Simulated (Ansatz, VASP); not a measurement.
One calculation of InSe2, two programs

File INCAR:

```
PREC = Accurate
ENCUT = 520
EDIFF = 1E-6
ISMEAR = 0
SIGMA = 0.15
LREAL = F
LASPH = T
NELM = 100
ALGO = Normal
ISIF = 2
LWAVE = F
LCHARG = F
GGA = PS
NBANDS = 34
```

File KPOINTS:

```
regular mesh
0
Gamma
  12 12 6
```

File POSCAR:

```
InSe2
1.0
    3.6794737414      0.0000000000      0.0000000000
    0.0000000000      3.6794737414      0.0000000000
    0.0000000000      0.0000000000      9.3405131992
In Se
2 4
Direct
    0.0000000000      0.5000000000      0.7051148767
    0.5000000000      0.0000000000      0.2948851233
    0.0000000000      0.5000000000      0.3669879178
    0.5000000000      0.0000000000      0.6330120822
    0.0000000000      0.0000000000      0.0000000000
    0.5000000000      0.5000000000      0.0000000000
```

Input for Ansatz:

```yaml
crystal:
  lattice:
    - [3.6794737414, 0.0, 0.0]
    - [0.0, 3.6794737414, 0.0]
    - [0.0, 0.0, 9.3405131992]
  atoms:
    - { symbol: In, position: [0.0, 0.5, 0.7051148767] }
    - { symbol: In, position: [0.5, 0.0, 0.2948851233] }
    - { symbol: Se, position: [0.0, 0.5, 0.3669879178] }
    - { symbol: Se, position: [0.5, 0.0, 0.6330120822] }
    - { symbol: Se, position: [0.0, 0.0, 0.0] }
    - { symbol: Se, position: [0.5, 0.5, 0.0] }
basis:
  ecutwfc: 420
kpoints:
  mp_grid: { grid: [12, 12, 6] }
hamiltonian:
  xc: pbesol
scf:
  occupations: { method: gaussian, width: 0.15 }
output:
  forces: true
  stress: true
  eigenvalues: true
```

Change from the starting cell: strain -0.040 along x and y, +0.000 along z, atoms carried along.

Alike in both runs: task single point; functional PBEsol; k mesh 12 × 12 × 6; occupations gaussian, width 0.15 eV; no spin polarisation.

|  | VASP | Ansatz |
| --- | --- | --- |
| version | VASP 6.6.1 | Ansatz 0.2.0 |
| potentials or method | VASP PAW PBE potentials, release 64 (In_d, Se), cutoff 520 eV | scalar-relativistic, plane waves, PAW |
| valence electrons in the cell | 50 | 90 |

|  | VASP | Ansatz | Ansatz less VASP |
| --- | --- | --- | --- |
| gap on the k mesh at the Fermi level (eV) | none | none | - |
| pressure (GPa) | 8.5 | 8.4 | -0.15 |
| traceless stress, the component that is largest in VASP (GPa) | -6.22 | -6.13 | +0.094 |
| rms of the force components (eV/Å) | 0.146 | 0.144 | -0.0015 |

VASP's potentials were made for PBE, not for PBEsol. Atom by atom the forces differ by 0.002 eV/Å (rms over components). A gap of «none» marks a metal or a gap that the smearing closes. VASP's potentials hold 50 valence electrons a cell and Ansatz's 90, so a difference there can come from the potentials and not from the codes.
